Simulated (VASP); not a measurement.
Au:

```
Au
1.0
     1.41131   -2.55593    0.00000
     1.41131    2.55593    0.00000
     0.00000    0.00000    4.89317
Au
2
Direct
  0.66533 0.33467 0.25000
  0.33467 0.66533 0.75000
```

Program: VASP 6.6.1. Alike in all runs: task single point; potentials or basis VASP PAW PBE potentials, release 64 (Au); cell as given.

Task: Order these runs on this cell by their pressure, lowest first.
A. level r2SCAN; spin off; k mesh 2 × 2 × 1, shifted; cutoff (eV) 550; smearing gaussian 0.1 eV
B. level RPBE; spin off; k mesh 6 × 6 × 4; cutoff (eV) 520; smearing gaussian 0.1 eV
C. level PBEsol+D3(BJ); spin off; k mesh 6 × 6 × 4; cutoff (eV) 500; smearing gaussian 0.1 eV
D. level PBE; spin collinear; k mesh 2 × 2 × 1, shifted; cutoff (eV) 500; smearing gaussian 0.1 eV
E. level PBEsol; spin off; k mesh 2 × 2 × 1; cutoff (eV) 500; smearing methfessel-paxton 0.017 eV

Result: C (-11.0 GPa), D (-4.0 GPa), B (7.1 GPa), E (11.4 GPa), A (23.1 GPa).

Caveats: all runs use coarse meshes; the PAW data sets were made with another functional, which shifts forces and pressure a little (some runs); three body term missing (some runs); pairwise dispersion overbinds metals, which lowers pressure and volume (some runs).
